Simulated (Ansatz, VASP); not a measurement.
# In in VASP and in Ansatz

```
In
1.0
    -1.88253    1.88253    1.88253
     1.88253   -1.88253    1.88253
     1.88253    1.88253   -1.88253
In
1
Cartesian
  0.0000 0.0000 0.0000
```

Alike in both runs: task single point; functional PBEsol-based global hybrid; k mesh 5 × 5 × 5; occupations fermi-dirac, width 0.05 eV; no spin polarisation.

```csv
,VASP,Ansatz
version,VASP 6.6.1,Ansatz 0.2.0
potentials or method,"VASP PAW PBE potentials, release 64 (In_d)",Ansatz PAW
plane-wave cutoff (eV),520,420
valence electrons in the cell,13,13
```

|  | VASP | Ansatz | Ansatz less VASP |
| --- | --- | --- | --- |
| gap on the k mesh at the Fermi level (eV) | none | none | - |
| pressure (GPa) | -2.1 | -2.7 | -0.51 |

VASP's potentials were made for PBE, not for PBEsol-based global hybrid. A gap of «none» marks a metal or a gap that the smearing closes.

The k mesh is coarse, so the values compare programs but aren't converged.
